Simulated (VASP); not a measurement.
# BaTe (Fm-3m) in VASP: further runs

The runs below take BaTe through single point, with PBE+D3(BJ).

Program: VASP 6.6.1. These are calculated values, not measurements. Logs are shortened: lines on timing, memory, paths and dates and some standing lists are left out, and cuts for length are marked.

### 1 The cell of the first run

Symmetry: Fm-3m, No. 225, cubic system. The conventional cell has a = 6.939 Å, b = 6.939 Å, c = 6.939 Å, α = 90.00°, β = 90.00°, γ = 90.00°. Within 4.6 Å of Ba (site symmetry m-3m) lie 6 Te at 3.47 Å. Within 4.6 Å of Te (site symmetry m-3m) lie 6 Ba at 3.47 Å.

### 2 Single point, PBE+D3(BJ)

INCAR

```
PREC = Accurate
ENCUT = 500
EDIFF = 1E-6
ISMEAR = 0
SIGMA = 0.01
LREAL = F
LASPH = T
NELM = 120
ALGO = Normal
ISIF = 2
LWAVE = F
LCHARG = F
GGA = PE
IVDW = 12
NBANDS = 15
GGA_COMPAT = F
```

KPOINTS

```
Automatic mesh
0
Gamma
  4 4 4
```

POSCAR

```
BaTe
1.0
    0.0000000000      3.4695753338      3.4695753338
    3.4695753338      0.0000000000      3.4695753338
    3.4695753338      3.4695753338      0.0000000000
Ba Te
1 1
Direct
    0.0000000000      0.0000000000      0.0000000000
    0.5000000000      0.5000000000      0.5000000000
```

Potentials or basis: VASP PAW PBE potentials, release 64 (Ba_sv, Te).

Started as:

```bash
> cat potpaw_PBE.64/Ba_sv/POTCAR potpaw_PBE.64/Te/POTCAR > POTCAR
> mpirun -np 1 vasp_std > vasp.out
```

OUTCAR:

```text
PREC = Accurate
   ENCUT = 500
   EDIFF = 1E-6
   ISMEAR = 0
   LREAL = F
   LASPH = T
   NELM = 120
   ISIF = 2
   GGA = PE
   IVDW = 12
 IVDW          = 12

 ion  position               nearest neighbor table
   1  0.000  0.000  0.000-   2 3.47   2 3.47   2 3.47   2 3.47   2 3.47   2 3.47
   2  0.500  0.500  0.500-   1 3.47   1 3.47   1 3.47   1 3.47   1 3.47   1 3.47

  LATTYP: Found a face centered cubic cell.
 ALAT       =     6.9391506676

  Lattice vectors:

 A1 = (   0.0000000000,   3.4695753338,   3.4695753338)
 A2 = (   3.4695753338,   0.0000000000,   3.4695753338)
 A3 = (   3.4695753338,   3.4695753338,   0.0000000000)

Analysis of symmetry for initial positions (statically):
=====================================================================
 Subroutine PRICEL returns:
 Original cell was already a primitive cell.

 Routine SETGRP: Setting up the symmetry group for a
 face centered cubic supercell.

 Subroutine GETGRP returns: Found 48 space group operations
 (whereof 48 operations were pure point group operations)
 out of a pool of 48 trial point group operations.

The static configuration has the point symmetry O_h .

Analysis of symmetry for dynamics (positions and initial velocities):
=====================================================================
 Subroutine PRICEL returns:
 Original cell was already a primitive cell.

 Routine SETGRP: Setting up the symmetry group for a
 face centered cubic supercell.

 Subroutine GETGRP returns: Found 48 space group operations
 (whereof 48 operations were pure point group operations)
 out of a pool of 48 trial point group operations.

The dynamic configuration has the point symmetry O_h .

 Subroutine INISYM returns: Found 48 space group operations
 (whereof 48 operations are pure point group operations),
 and found     1 'primitive' translations

----------------------------------------------------------------------------------------

                                     Primitive cell

  volume of cell :      83.5332

  direct lattice vectors                    reciprocal lattice vectors
     0.000000000  3.469575334  3.469575334    -0.144109855  0.144109855  0.144109855
     3.469575334  0.000000000  3.469575334     0.144109855 -0.144109855  0.144109855
     3.469575334  3.469575334  0.000000000     0.144109855  0.144109855 -0.144109855

  length of vectors
     4.906720493  4.906720493  4.906720493     0.249605592  0.249605592  0.249605592

  position of ions in fractional coordinates (direct lattice)
[... 71 lines left out ...]
   TEBEG  =    0.0;   TEEND  =   0.0 temperature during run
   PSTRESS=    0.0 pullay stress
   NELECT =      16.0000    total number of electrons
   NUPDOWN=      -1.0000    fix difference up-down
   EMIN   =  10.00;   EMAX   =-10.00  energy-range for DOS
   EFERMI =   0.00;   METHOD = LEGACY
   ISMEAR =     0;   SIGMA  =   0.01  broadening in eV -4-tet -1-fermi 0-gaus
   EFERMI_NEDOS =   21; number of points for ismear=-14 and -15
   IALGO  =     38    algorithm
   IMIX   =      4    mixing-type and parameters
     AMIX     =   0.40;   BMIX     =  1.00
     AMIX_MAG =   1.60;   BMIX_MAG =  1.00
  volume/ion in A,a.u.               =      41.77       281.85
  Fermi-wavevector in a.u.,A,eV,Ry     =   0.943688  1.783312 12.116632  0.890547
  Thomas-Fermi vector in A             =   2.071420
   LORBIT       =      0    0 simple, 1 ext, 2 COOP (PROOUT), +10 PAW based schemes
   GGA     = PE    functional components
   LHFCALC =     F    Hartree Fock is set to
   AEXX    =    0.0000 exact exchange contribution
   IVDW    =    12    specifies the selected vdW correction
   LEPSILON=     F    determine dielectric tensor
   LRPA    =     F    only Hartree local field effects (RPA)
 non-spin polarized calculation
 Gauss-broadening in eV      SIGMA  =   0.01
  energy-cutoff  :      500.00
  volume of cell :       83.53
 maximum number of plane-waves:      2148
   NGX = 17   NGY = 17   NGZ = 17

 number of electron      16.0000000 magnetization

 Free energy of the ion-electron system (eV)
  ---------------------------------------------------
  ext. energy  EPLUGINS =         0.00000000
  ---------------------------------------------------
  free energy    TOTEN  =        -8.58450061 eV

  energy without entropy =       -8.58450061  energy(sigma->0) =       -8.58450061

 E-fermi :   2.5111     XC(G=0):  -8.3485

 val. band max:        2.4542238533   @ k =   0.0000   0.0000   0.0000
 cond. band min:       3.9064171087   @ k =   0.5000   0.5000   0.0000
 fundamental gap:      1.4521932554
 Fermi energy:         2.5110670747

 k-point     1 :       0.0000    0.0000    0.0000
  band No.  band energies     occupation
      1     -24.5119      2.00000
      2      -9.6703      2.00000
      3      -9.6703      2.00000
      4      -9.6703      2.00000
      5      -7.1446      2.00000
      6       2.4542      2.00000
      7       2.4542      2.00000
      8       2.4542      2.00000
      9       5.3543      0.00000
     10       5.3543      0.00000
     11       5.3543      0.00000
     12       5.4645      0.00000
     13       5.9988      0.00000
     14       5.9988      0.00000
[... 113 lines left out ...]
      2      -9.8423      2.00000
      3      -9.8334      2.00000
      4      -9.8334      2.00000
      5      -6.6988      2.00000
      6       1.1218      2.00000
      7       1.4897      2.00000
      8       1.4897      2.00000
      9       5.9675      0.00000
     10       5.9675      0.00000
     11       7.3467      0.00000
     12       7.6840      0.00000
     13       8.2857      0.00000
     14      10.7971      0.00000
     15      10.8228      0.00000

------------------------ aborting loop because EDIFF is reached ----------------------------------------

 Edisp (eV)   -0.64175

 E8    (eV) :    -0.3310

  FORCE on cell =-STRESS in cart. coord.  units (eV):
  Direction    XX          YY          ZZ          XY          YZ          ZX
  --------------------------------------------------------------------------------------
  -------------------------------------------------------------------------------------
  Total       0.44084     0.44084     0.44084     0.00000     0.00000    -0.00000
  in kB       8.45530     8.45530     8.45530     0.00000     0.00000    -0.00000
  external pressure =        8.46 kB  Pullay stress =        0.00 kB

 VOLUME and BASIS-vectors are now :
 -----------------------------------------------------------------------------
  energy-cutoff  :      500.00
  volume of cell :       83.53
      direct lattice vectors                 reciprocal lattice vectors
     0.000000000  3.469575334  3.469575334    -0.144109855  0.144109855  0.144109855
     3.469575334  0.000000000  3.469575334     0.144109855 -0.144109855  0.144109855
     3.469575334  3.469575334  0.000000000     0.144109855  0.144109855 -0.144109855

 POSITION                                       TOTAL-FORCE (eV/Angst)
 -----------------------------------------------------------------------------------
      0.00000      0.00000      0.00000         0.000000      0.000000     -0.000000
      3.46958      3.46958      3.46958         0.000000      0.000000      0.000000
 -----------------------------------------------------------------------------------
    total drift:                                0.000000      0.000000      0.000000

  FREE ENERGIE OF THE ION-ELECTRON SYSTEM (eV)
  ---------------------------------------------------
  free  energy   TOTEN  =        -9.2262553491 eV

  energy  without entropy=       -9.2262553491  energy(sigma->0) =       -9.22625535
```

OSZICAR:

```text
N       E                     dE             d eps       ncg     rms          rms(c)
DAV:   1     0.858470946075E+02    0.85847E+02   -0.59973E+03   240   0.857E+02
DAV:   2    -0.324402202914E+01   -0.89091E+02   -0.82182E+02   332   0.159E+02
DAV:   3    -0.853134296937E+01   -0.52873E+01   -0.52575E+01   303   0.403E+01
DAV:   4    -0.867987021042E+01   -0.14853E+00   -0.14847E+00   328   0.673E+00
DAV:   5    -0.868307776091E+01   -0.32076E-02   -0.32075E-02   334   0.771E-01    0.385E+00
DAV:   6    -0.857638413582E+01    0.10669E+00   -0.12352E-01   275   0.176E+00    0.254E+00
DAV:   7    -0.857826070118E+01   -0.18766E-02   -0.10947E-01   310   0.185E+00    0.812E-01
DAV:   8    -0.858385042367E+01   -0.55897E-02   -0.13719E-02   268   0.762E-01    0.203E-01
DAV:   9    -0.858431343098E+01   -0.46301E-03   -0.74302E-04   303   0.182E-01    0.569E-02
DAV:  10    -0.858447865077E+01   -0.16522E-03   -0.21683E-04   276   0.973E-02    0.177E-02
DAV:  11    -0.858450225371E+01   -0.23603E-04   -0.53483E-05   303   0.410E-02    0.197E-02
DAV:  12    -0.858450033496E+01    0.19188E-05   -0.99977E-06   289   0.181E-02    0.872E-03
DAV:  13    -0.858450061008E+01   -0.27512E-06   -0.48124E-07   204   0.453E-03
   1 F= -.92262553E+01 E0= -.92262553E+01  d E =-.245270E-17
```

Run time: 19 s. Hardware: 1 thread of Intel Xeon 6455B, shared host; peak memory 0.21 GiB.

Results:

```yaml
Free_energy: -9.2263 eV
Pressure: 0.8 GPa
Band_gap_on_the_k_mesh: 1.45 eV, indirect (least direct gap 1.84 eV)
Dispersion_energy_per_atom: -0.321 eV
```

Caveat: spin-orbit coupling is left out, which moves the levels of the heavy elements.

### 3 Single point, PBE+D3(BJ)

This run uses another cell than the first one, of 42.82 Å³/atom, 1.025 times its volume.

INCAR

```
ALGO = Normal
EDIFF = 1E-6
ENCUT = 500
GGA = PE
GGA_COMPAT = F
ISIF = 2
ISMEAR = 0
IVDW = 12
LASPH = T
LCHARG = F
LREAL = F
LWAVE = F
NBANDS = 15
NELM = 120
PREC = Accurate
SIGMA = 0.01
```

KPOINTS

```
k-points
0
Gamma
  4 4 4
```

POSCAR

```
BaTe
1.0
    0.0000000000      3.4986107869      3.4986107869
    3.4986107869      0.0000000000      3.4986107869
    3.4986107869      3.4986107869      0.0000000000
Ba Te
1 1
Direct
    0.0000000000      0.0000000000      0.0000000000
    0.5000000000      0.5000000000      0.5000000000
```

Potentials or basis: VASP PAW PBE potentials, release 64 (Ba_sv, Te).

Started as:

```bash
> cat potpaw_PBE.64/Ba_sv/POTCAR potpaw_PBE.64/Te/POTCAR > POTCAR
> mpirun -np 1 vasp_std > vasp.out
```

Run time: 16 s. Hardware: 1 thread of Intel Xeon 6455B, shared host; peak memory 0.21 GiB.

The run converged. Its results:

```
Free energy                : -9.2319 eV
Pressure                   : 0.0 GPa
Band gap on the k mesh     : 1.51 eV, indirect (least direct gap 1.89 eV)
Dispersion energy per atom : -0.312 eV
```

Levels at points of the mesh, in eV from the valence-band top:
```tsv
k point	band 5	band 6	band 7	band 8	band 9	band 10	band 11	band 12
(0.00, 0.00, 0.00)	-9.54	0.00	0.00	0.00	2.91	2.92	2.92	2.92
(0.50, 0.00, 0.00)	-8.80	-2.24	-1.13	-1.13	4.19	4.75	4.88	4.88
(0.50, 0.50, 0.00)	-9.33	-1.14	-0.38	-0.38	1.51	4.42	4.65	5.59
```

Caveat: spin-orbit coupling is left out, which moves the levels of the heavy elements.
